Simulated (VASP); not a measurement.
Wanted: the native input for a VASP 6.6.1 run.

```yaml
Task: single point
Functional: r2SCAN
Potentials_or_basis: VASP PAW PBE potentials, release 64 (Ti_sv, Si)
Cutoff: 520 eV
k_mesh: 14 × 12 × 14
Occupations: gaussian, width 0.1 eV
Spin: no spin polarisation
Dipole_correction: no
Further_INCAR_settings: ALGO = Normal; EDIFF = 1e-07; NBANDS = 24
```

TiSi:

```
Ti Si
1.0
     3.68090    0.00000    0.00000
     0.00000    4.23037    0.00000
     0.00000    0.00000    3.77347
Ti Si
2 2
Direct
  0.00000 0.50000 0.00000
  0.50000 0.00000 0.00000
  0.00000 0.00000 0.50000
  0.50000 0.50000 0.50000
```

This cell differs from its parent crystal: biaxial strain in the a-b plane: +1.5 %.

The input as run:

POSCAR

```
TiSi
1.0
    3.6808951512      0.0000000000      0.0000000000
    0.0000000000      4.2303708501      0.0000000000
    0.0000000000      0.0000000000      3.7734672683
Ti Si
2 2
Direct
    0.0000000000      0.5000000000      0.0000000000
    0.5000000000      0.0000000000      0.0000000000
    0.0000000000      0.0000000000      0.5000000000
    0.5000000000      0.5000000000      0.5000000000
```

INCAR.step1

```
SYSTEM = TiSi
  ALGO = Normal
  EDIFF = 1E-4
  ENCUT = 520
  GGA = PE
  ISMEAR = 0
  LASPH = .True.
  LCHARG = .False.
  LREAL = .False.
  LWAVE = .True.
  NBANDS = 24
  NELM = 80
  PREC = Accurate
  SIGMA = 0.1
```

INCAR.step2

```
SYSTEM = TiSi
  ALGO = Normal
  EDIFF = 1E-7
  ENCUT = 520
  ISIF = 2
  ISMEAR = 0
  ISTART = 1
  LASPH = .True.
  LCHARG = .False.
  LMIXTAU = .True.
  LREAL = .False.
  LWAVE = .False.
  METAGGA = R2SCAN
  NBANDS = 24
  NELM = 80
  PREC = Accurate
  SIGMA = 0.1
```

KPOINTS

```
k-points
0
Gamma
  14 12 14
  0 0 0
```

Potentials or basis: VASP PAW PBE potentials, release 64 (Ti_sv, Si).

Command:

```bash
$ cat potpaw_PBE.64/Ti_sv/POTCAR potpaw_PBE.64/Si/POTCAR > POTCAR
$ cp INCAR.step1 INCAR
$ mpirun -np 1 vasp_std > vasp.out
$ cp INCAR.step2 INCAR
$ mpirun -np 1 vasp_std > vasp.out
```

It gave:

| Item | Value |
| --- | --- |
| Pressure | -1.9 GPa |
| Band gap on the k mesh | zero (bands 16 and 17 overlap by 1.61 eV) |

Caveat: the cell differs from its parent crystal (biaxial strain in the a-b plane: +1.5 %); the PAW data sets were made with another functional, which shifts forces and pressure a little.

Wall time 49 min on 1 thread of Oxide Virtual Turin-like Processor (shared host), peak memory 0.56 GiB.
